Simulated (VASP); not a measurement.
A run of VASP 6.6.1:

Contents of INCAR:

```
SYSTEM = Al8N7
PREC = Accurate ; ENCUT = 520
EDIFF = 1E-6 ; ISMEAR = 0
SIGMA = 0.01 ; LREAL = Auto
LASPH = .TRUE. ; NELM = 150
ALGO = Normal ; ISIF = 2
LWAVE = .FALSE. ; LCHARG = .TRUE.
ISPIN = 2 ; MAGMOM = 0.25 0 0 0 0.25 0.25 0.25 0 0 0 0 0 0 0 0
LORBIT = 11 ; GGA = PE
LELF = .TRUE. ; LVHAR = .TRUE.
NBANDS = 46
```

File KPOINTS:

```
Automatic mesh
0
G
  4 4 4
  0 0 0
```

Contents of POSCAR:

```
Al8N7
1.0
    0.0000000000      4.4031742015     -4.4031742015
    4.4031742015      4.4031742015      0.0000000000
    4.4031742015      0.0000000000     -4.4031742015
Al N
8 7
Direct
    0.0011472923      0.0011472923      0.4965581232
   -0.0015683448      0.5005227816      0.5005227816
    0.5005227816     -0.0015683448      0.5005227816
    0.5005227816      0.5005227816      0.5005227816
    0.0011472923      0.0011472923      1.0011472923
    0.0011472923      0.4965581232      1.0011472923
    0.4965581232      0.0011472923      1.0011472923
    0.5005227816      0.5005227816      0.9984316552
    0.1255819322      0.6244180678      0.1255819322
    0.6244180678      0.1255819322      0.1255819322
    0.6244180678      0.6244180678      0.1255819322
    0.1255819322      0.1255819322      0.6244180678
    0.1255819322      0.6244180678      0.6244180678
    0.6244180678      0.1255819322      0.6244180678
    0.6250000000      0.6250000000      0.6250000000
```

Potentials or basis: VASP PAW PBE potentials, release 64 (Al, N).

Run with:

```sh
$ cat potpaw_PBE.64/Al/POTCAR potpaw_PBE.64/N/POTCAR > POTCAR
$ mpirun -np 1 vasp_std > vasp.out
```

Hardware: 1 thread of Intel(R) Xeon(R) 6975P-C (Granite Rapids) (shared host).

Task: How long does it take, and how much memory?

Result: It took 2.8 min on 1 thread of Intel(R) Xeon(R) 6975P-C (Granite Rapids) (shared host), peak memory 0.41 GiB. Counts: scf iterations 15, k points 8.
